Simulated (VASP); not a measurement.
# CoO (I4/mmm) in VASP: single point with PBE

Aim: the single point of CoO with PBE.

Everything below comes from runs of VASP 6.6.1. Logs are shortened: lines on timing, memory, paths and dates and some standing lists are left out, and cuts for length are marked.

## Step 1: The cell of the first run

It takes space group I4/mmm (No. 139, tetragonal). The conventional cell has a = 3.004 Å, b = 3.004 Å, c = 4.347 Å, α = 90.00°, β = 90.00°, γ = 90.00°. Co (site symmetry 4/mmm) has 6 O at 2.12 to 2.17 Å within 2.8 Å. Within 2.8 Å of O (site symmetry 4/mmm) lie 6 Co at 2.12 to 2.17 Å.

## Step 2: Single point, PBE, collinear spin, ferromagnetic start (the cell strained)

File INCAR:

```
SYSTEM = CoO
PREC = Accurate ; ENCUT = 600
EDIFF = 1E-6 ; ISMEAR = 0
SIGMA = 0.15 ; LREAL = .False.
LASPH = .True. ; NELM = 200
ALGO = Normal ; ISIF = 2
LWAVE = .False. ; LCHARG = .True.
ISPIN = 2 ; MAGMOM = 2.74 0.35
LORBIT = 11 ; LMAXMIX = 4
GGA = PE ; LELF = .True.
LVHAR = .True. ; NBANDS = 18
GGA_COMPAT = .False.
```

File KPOINTS:

```
regular mesh
0
Gamma
  18 18 18
  0 0 0
```

File POSCAR:

```
CoO
1.0
    0.0000000000      2.1241477926      2.1736404362
    2.1241477926      0.0000000000      2.1736404362
    2.1241477926      2.1241477926      0.0000000000
Co O
1 1
Direct
    0.0000000000      0.0000000000      0.0000000000
    0.5000000000      0.5000000000      0.5000000000
```

Potentials or basis: VASP PAW PBE potentials, release 64 (Co, O).

The run is started by

```console
$ cat potpaw_PBE.64/Co/POTCAR potpaw_PBE.64/O/POTCAR > POTCAR
$ mpirun -np 1 vasp_std > vasp.out
```

OUTCAR:

```text
SYSTEM = CoO
   PREC = Accurate
   ENCUT = 600
   EDIFF = 1E-6
   ISMEAR = 0
   LREAL = .False.
   LASPH = .True.
   NELM = 200
   ISIF = 2
   ISPIN = 2
   LORBIT = 11
   GGA = PE

 ion  position               nearest neighbor table
   1  0.000  0.000  0.000-   2 2.12   2 2.12   2 2.12   2 2.12   2 2.17   2 2.17
   2  0.500  0.500  0.500-   1 2.12   1 2.12   1 2.12   1 2.12   1 2.17   1 2.17

  LATTYP: Found a body centered tetragonal cell.
 ALAT       =     3.0039986168
 C/A-ratio  =     1.4471647384

  Lattice vectors:

 A1 = (  -2.1241477926,   0.0000000000,   2.1736404362)
 A2 = (   2.1241477926,   0.0000000000,   2.1736404362)
 A3 = (   0.0000000000,   2.1241477926,  -2.1736404362)

Analysis of symmetry for initial positions (statically):
=====================================================================
 Subroutine PRICEL returns:
 Original cell was already a primitive cell.

 Routine SETGRP: Setting up the symmetry group for a
 body centered tetragonal supercell.

 Subroutine GETGRP returns: Found 16 space group operations
 (whereof 16 operations were pure point group operations)
 out of a pool of 16 trial point group operations.

The static configuration has the point symmetry D_4h.

Analysis of symmetry for dynamics (positions and initial velocities):
=====================================================================
 Subroutine PRICEL returns:
 Original cell was already a primitive cell.

 Routine SETGRP: Setting up the symmetry group for a
 body centered tetragonal supercell.

 Subroutine GETGRP returns: Found 16 space group operations
 (whereof 16 operations were pure point group operations)
 out of a pool of 16 trial point group operations.

The dynamic configuration has the point symmetry D_4h.

Analysis of structural, dynamic, and magnetic symmetry:
=====================================================================
 Subroutine PRICEL returns:
 Original cell was already a primitive cell.

 Routine SETGRP: Setting up the symmetry group for a
 body centered tetragonal supercell.

 Subroutine GETGRP returns: Found 16 space group operations
 (whereof 16 operations were pure point group operations)
 out of a pool of 16 trial point group operations.

The overall configuration has the point symmetry D_4h.

 Subroutine INISYM returns: Found 16 space group operations
 (whereof 16 operations are pure point group operations),
 and found     1 'primitive' translations

----------------------------------------------------------------------------------------

                                     Primitive cell

  volume of cell :      19.6149

  direct lattice vectors                    reciprocal lattice vectors
     0.000000000  2.124147793  2.173640436    -0.235388518  0.235388518  0.230028845
     2.124147793  0.000000000  2.173640436     0.235388518 -0.235388518  0.230028845
     2.124147793  2.124147793  0.000000000     0.235388518  0.235388518 -0.230028845

  length of vectors
     3.039196702  3.039196702  3.003998617     0.404634129  0.404634129  0.404634129

  position of ions in fractional coordinates (direct lattice)
     0.000000000  0.000000000  0.000000000
     0.500000000  0.500000000  0.500000000

  ion indices of the primitive-cell ions
   primitive index   ion index
                 1           1
                 2           2

----------------------------------------------------------------------------------------

 KPOINTS: regular mesh

Automatic generation of k-mesh.
 Grid dimensions read from file:
 generate k-points for:   18   18   18

 Generating k-lattice:

  Cartesian coordinates                     Fractional coordinates (reciprocal lattice)
    -0.013077140  0.013077140  0.012779380     0.055555556  0.000000000  0.000000000
     0.013077140 -0.013077140  0.012779380     0.000000000  0.055555556  0.000000000
     0.013077140  0.013077140 -0.012779380    -0.000000000 -0.000000000  0.055555556

  Length of vectors
     0.022479674  0.022479674  0.022479674

  Shift w.r.t. Gamma in fractional coordinates (k-lattice)
     0.000000000  0.000000000  0.000000000

 Subroutine IBZKPT returns following result:
 ===========================================

 Found    480 irreducible k-points:

 Following reciprocal coordinates:
            Coordinates               Weight
  0.000000  0.000000  0.000000      1.000000
  0.055556 -0.000000  0.000000      8.000000
  0.111111 -0.000000  0.000000      8.000000
  0.166667 -0.000000  0.000000      8.000000
  0.222222  0.000000  0.000000      8.000000
  0.277778  0.000000  0.000000      8.000000
[... 16 lines left out ...]
 -0.277778  0.055556  0.000000      8.000000
 -0.222222  0.055556  0.000000      8.000000
 [... further k-points ...]
   k-points           NKPTS =    480   k-points in BZ     NKDIM =    480   number of bands    NBANDS=     18
   number of dos      NEDOS =    301   number of ions     NIONS =      2
   total plane-waves  NPLWV =  13824
   dimension x,y,z NGX =    24 NGY =   24 NGZ =   24
   dimension x,y,z NGXF=    48 NGYF=   48 NGZF=   48
   ions per type =               1   1
   NGX,Y,Z   is equivalent  to a cutoff of  13.13, 13.13, 13.28 a.u.
   NGXF,Y,Z  is equivalent  to a cutoff of  26.26, 26.26, 26.56 a.u.
 SYSTEM =  CoO
   PREC   = accura    normal or accurate (medium, high low for compatibility)
   ISTART =      0    job   : 0-new  1-cont  2-samecut
   ICHARG =      2    charge: 1-file 2-atom 10-const
   ISPIN  =      2    spin polarized calculation?
   LNONCOLLINEAR =      F non collinear calculations
   LSORBIT =      F    spin-orbit coupling
   LASPH  =      T    aspherical Exc in radial PAW
   ENCUT  =  600.0 eV  44.10 Ry    6.64 a.u.   6.07  6.07  6.00*2*pi/ulx,y,z
   NELM   =    200;   NELMIN=  2; NELMDL= -5     # of ELM steps
   EDIFF  = 0.1E-05   stopping-criterion for ELM
   LREAL  =      F    real-space projection
   EDIFFG = 0.1E-04   stopping-criterion for IOM
   NSW    =      0    number of steps for IOM
   IBRION =     -1    ionic relax: 0-MD 1-quasi-New 2-CG
   NFREE  =      0    steps in history (QN), initial steepest desc. (CG)
   ISIF   =      2    stress and relaxation
   ISYM   =      2    0-nonsym 1-usesym 2-fastsym
   POTIM  = 0.5000    time-step for ionic-motion
   TEBEG  =    0.0;   TEEND  =   0.0 temperature during run
   PSTRESS=    0.0 pullay stress
   NELECT =      15.0000    total number of electrons
   NUPDOWN=      -1.0000    fix difference up-down
   EMIN   =  10.00;   EMAX   =-10.00  energy-range for DOS
   EFERMI =   0.00;   METHOD = LEGACY
   ISMEAR =     0;   SIGMA  =   0.15  broadening in eV -4-tet -1-fermi 0-gaus
   EFERMI_NEDOS =   21; number of points for ismear=-14 and -15
   IALGO  =     38    algorithm
   IMIX   =      4    mixing-type and parameters
     AMIX     =   0.40;   BMIX     =  1.00
     AMIX_MAG =   1.60;   BMIX_MAG =  1.00
  volume/ion in A,a.u.               =       9.81        66.18
  Fermi-wavevector in a.u.,A,eV,Ry     =   1.497073  2.829057 30.493736  2.241226
  Thomas-Fermi vector in A             =   2.609007
   LORBIT       =     11    0 simple, 1 ext, 2 COOP (PROOUT), +10 PAW based schemes
   GGA     = PE    functional components
   LHFCALC =     F    Hartree Fock is set to
   AEXX    =    0.0000 exact exchange contribution
   IVDW    =     0    specifies the selected vdW correction
   LEPSILON=     F    determine dielectric tensor
   LRPA    =     F    only Hartree local field effects (RPA)
 spin polarized calculation
 Gauss-broadening in eV      SIGMA  =   0.15
  energy-cutoff  :      600.00
  volume of cell :       19.61
 maximum number of plane-waves:       670
   NGX = 13   NGY = 13   NGZ = 11

 number of electron      15.0000006 magnetization       2.9104366

 Free energy of the ion-electron system (eV)
  ---------------------------------------------------
  ext. energy  EPLUGINS =         0.00000000
  ---------------------------------------------------
  free energy    TOTEN  =       -13.06547550 eV

  energy without entropy =      -13.01675156  energy(sigma->0) =      -13.04111353

 E-fermi :   7.6898     XC(G=0): -12.3216

 val. band max:        7.6892056941   @ k =  -0.1667   0.1111   0.2778
 cond. band min:       7.6899705861   @ k =  -0.2778   0.2222   0.1667
 fundamental gap:      0.0007648919
 Fermi energy:         7.6897679346

 spin component 1

 k-point     1 :       0.0000    0.0000    0.0000
  band No.  band energies     occupation
      1     -12.3616      1.00000
      2       4.4429      1.00000
      3       4.4468      1.00000
      4       4.5093      1.00000
      5       4.6184      1.00000
      6       4.6184      1.00000
[... 10 lines left out ...]
     17      29.1785      0.00000
     18      31.9861      0.00000
[... 463 lines left out ...]
 k-point    24 :      -0.2222    0.0556    0.0000
  band No.  band energies     occupation
      1     -11.8179      1.00000
      2       1.6033      1.00000
      3       2.4539      1.00000
      4       2.8250      1.00000
      5       4.9203      1.00000
      6       4.9984      1.00000
[... 10 lines left out ...]
     17      34.4471      0.00000
     18      36.1846      0.00000

 [... further k-points ...]

 spin component 2

 k-point     1 :       0.0000    0.0000    0.0000
  band No.  band energies     occupation
      1     -11.8611      1.00000
      2       5.1618      1.00000
      3       5.1618      1.00000
      4       5.2684      1.00000
      5       6.5815      1.00000
      6       6.6529      1.00000
[... 10 lines left out ...]
     17      30.1431      0.00000
     18      32.8204      0.00000
[... 463 lines left out ...]
 k-point    24 :      -0.2222    0.0556    0.0000
  band No.  band energies     occupation
      1     -11.3018      1.00000
      2       2.2684      1.00000
      3       3.8578      1.00000
      4       4.0306      1.00000
      5       7.0119      1.00000
      6       7.1712      1.00000
[... 10 lines left out ...]
     17      34.9004      0.00000
     18      36.9706      0.00000

 [... further k-points ...]

------------------------ aborting loop because EDIFF is reached ----------------------------------------

  FORCE on cell =-STRESS in cart. coord.  units (eV):
  Direction    XX          YY          ZZ          XY          YZ          ZX
  --------------------------------------------------------------------------------------
  -------------------------------------------------------------------------------------
  Total       -0.5413065     -0.5413065     -0.5530205      0.0000000     -0.0000000      0.0000000
  in kB      -44.2146942    -44.2146942    -45.1715168      0.0000000     -0.0000000      0.0000000
  external PRESSURE =     -44.5336351 kB  Pullay stress =       0.0000000 kB

 VOLUME and BASIS-vectors are now :
 -----------------------------------------------------------------------------
  energy-cutoff  :      600.00
  volume of cell :       19.61
      direct lattice vectors                 reciprocal lattice vectors
     0.000000000  2.124147793  2.173640436    -0.235388518  0.235388518  0.230028845
     2.124147793  0.000000000  2.173640436     0.235388518 -0.235388518  0.230028845
     2.124147793  2.124147793  0.000000000     0.235388518  0.235388518 -0.230028845

 POSITION                                       TOTAL-FORCE (eV/Angst)
 -----------------------------------------------------------------------------------
      0.00000      0.00000      0.00000         0.000000      0.000000     -0.000000
      2.12415      2.12415      2.17364        -0.000000      0.000000      0.000000
 -----------------------------------------------------------------------------------
    total drift:                                0.000000     -0.000000     -0.000000

  FREE ENERGIE OF THE ION-ELECTRON SYSTEM (eV)
  ---------------------------------------------------
  free  energy   TOTEN  =       -13.0654755005 eV

  energy  without entropy=      -13.0167515576  energy(sigma->0) =      -13.04111353

 total charge

# of ion       s       p       d       tot
------------------------------------------
    1        0.290   0.347   7.134   7.771
    2        1.553   3.418   0.000   4.971
--------------------------------------------------
tot          1.843   3.765   7.134  12.741

 magnetization (x)

# of ion       s       p       d       tot
------------------------------------------
    1        0.020   0.017   2.524   2.562
    2        0.028   0.269   0.000   0.297
--------------------------------------------------
tot          0.048   0.286   2.524   2.858
```

Run time: 13 min. Hardware: 1 thread of Intel Xeon 8259CL, shared host; peak memory 0.41 GiB.

Results:

- Free energy: -13.0655 eV
- Pressure: -4.5 GPa
- Net moment: 2.91 μB per cell
- Site moments: Co +2.56; O +0.30 μB
- Valence electrons inside the program's atomic spheres: Co 7.77; O 4.97

Levels at points of the mesh, in eV from the Fermi level:
Spin up:
```
           k point  band 7  band 8  band 9  band 10  band 11  band 12
(0.00, 0.00, 0.00)   -3.00   -2.95   -2.95     0.94    16.83    17.98
(0.50, 0.00, 0.00)   -1.79    0.01    0.16     5.05     9.22    13.11
(0.50, 0.50, 0.00)   -2.43   -2.01   -2.01     5.78     9.54    11.79
(0.50, 0.00, 0.50)   -2.43   -2.14   -2.03     5.79     9.84    11.55
```
Spin down:
```
           k point  band 3  band 4  band 5  band 6  band 7  band 8  band 9  band 10
(0.00, 0.00, 0.00)   -2.53   -2.42   -1.11   -1.04   -1.04    0.06    0.10     1.50
(0.50, 0.00, 0.00)   -4.55   -4.48   -0.15   -0.08    0.19    2.62    2.72     5.33
(0.50, 0.50, 0.00)   -3.68   -3.68   -2.13    0.11    0.11    0.48    1.02     6.63
(0.50, 0.00, 0.50)   -3.84   -3.64   -2.15    0.09    0.17    0.59    0.96     6.64
```

Caveat: the cell differs from its parent crystal (the cell strained); the cell stands under tension; a cell with one magnetic atom can't hold antiferromagnetic order, which such compounds often take; semilocal functionals often make such compounds metallic where correlation or magnetic order opens a gap, which also shifts bond lengths.
